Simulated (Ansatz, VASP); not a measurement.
# Na3Te3MoO3 in VASP and in Ansatz

```
CELL_PARAMETERS angstrom
0.00000 -3.63634 5.23134
3.07258 -1.94481 -5.23134
6.60520 0.00000 0.00000
ATOMIC_POSITIONS crystal
Na 0.22750 0.45500 0.31750
Na 0.73490 0.46980 0.79530
Na 0.51000 0.02000 0.47000
Te 0.82460 0.95660 0.69080
Te 0.35260 0.17720 0.69080
Te 0.13200 0.48460 0.69080
O 0.25420 0.15480 0.15330
O 0.69190 0.94610 0.15330
O 0.90060 0.59250 0.15330
Mo 0.00000 0.00000 0.00000
```

Alike in both runs: task single point; functional PBE; k mesh 4 × 4 × 4; occupations fermi-dirac, width 0.001 eV; no spin polarisation.

|  | VASP | Ansatz |
| --- | --- | --- |
| version | VASP 6.6.1 | Ansatz 0.2.0 |
| potentials or method | VASP PAW PBE potentials, release 64 (Na_pv, Te, O, Mo_sv), cutoff 520 eV | PAW plane waves |
| valence electrons in the cell | 71 | 107 |

```csv
,VASP,Ansatz,Ansatz less VASP
gap on the k mesh at the Fermi level (eV),none,none,-
pressure (GPa),19.1,19.0,-0.16
rms of the force components (eV/Å),4.064,4.073,+0.0096
```

A gap of «none» marks a metal or a gap that the smearing closes. VASP's potentials hold 71 valence electrons a cell and Ansatz's 107, so a difference there can come from the potentials and not from the codes. Ansatz's warnings: structure snapped to symmetry.

Spin-orbit coupling is off throughout.
